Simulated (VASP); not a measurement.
Write the native input for VASP 6.6.1 that does the following.

| Item | Value |
| --- | --- |
| Task | single point |
| Functional | PBE |
| Dispersion | D3(BJ) |
| Potentials or basis | VASP PAW PBE potentials, release 64 (Sn_d, O, Cu) |
| Cutoff | 520 eV |
| k mesh | 7 × 7 × 1 |
| Occupations | gaussian, width 0.05 eV |
| Spin | collinear spin |
| Starting moments | [0.0, 0.0, 0.0, 0.0, 1.0] μB |
| Dipole correction | yes |
| Further INCAR settings | ALGO = Normal; EDIFF = 1e-07; NBANDS = 38 |

The structure of CuSn2O2 lies in POSCAR:

```
CuSn2O2
1.0
    3.8201708766      0.0000000000      0.0000000000
    0.0000000000      3.8201708766      0.0000000000
    0.0000000000      0.0000000000     19.3630360333
Sn O Cu
2 2 1
Direct
    0.5000000000      0.0000000000      0.2065791745
    0.0000000000      0.5000000000      0.3286176828
    0.0000000000      0.0000000000      0.2675984287
    0.5000000000      0.5000000000      0.2675984287
    0.3750000000      0.8750000000      0.4835520637
```

One way to write it, as run:

INCAR

```
PREC = Accurate
ENCUT = 520
EDIFF = 1E-7
ISMEAR = 0
SIGMA = 0.05
LREAL = F
LASPH = T
NELM = 150
ALGO = Normal
ISIF = 2
LWAVE = F
LCHARG = F
ISPIN = 2
MAGMOM = 0 0 0 0 1
LORBIT = 11
LMAXMIX = 4
LDIPOL = T
IDIPOL = 3
DIPOL = 0.5 0.5 0.311
GGA = PE
IVDW = 12
NBANDS = 38
```

KPOINTS

```
Automatic mesh
0
Gamma
  7 7 1
```

Potentials or basis: VASP PAW PBE potentials, release 64 (Sn_d, O, Cu).

The run is started by

```console
$ cat potpaw_PBE.64/Sn_d/POTCAR potpaw_PBE.64/O/POTCAR potpaw_PBE.64/Cu/POTCAR > POTCAR
$ mpirun -np 1 vasp_std > vasp.out
```

Results of the run:

* Largest force: 0.257 eV/Å
* Net moment: 0.00 μB per cell
* Valence electrons inside the program's atomic spheres: Sn 12.10, 12.08; O 5.00; Cu 9.71
* Dispersion energy per atom: -0.168 eV

Run time: 12 min on 1 thread of Intel(R) Xeon(R) Platinum 8488C (Sapphire Rapids), on a shared host, peak memory 0.57 GiB.
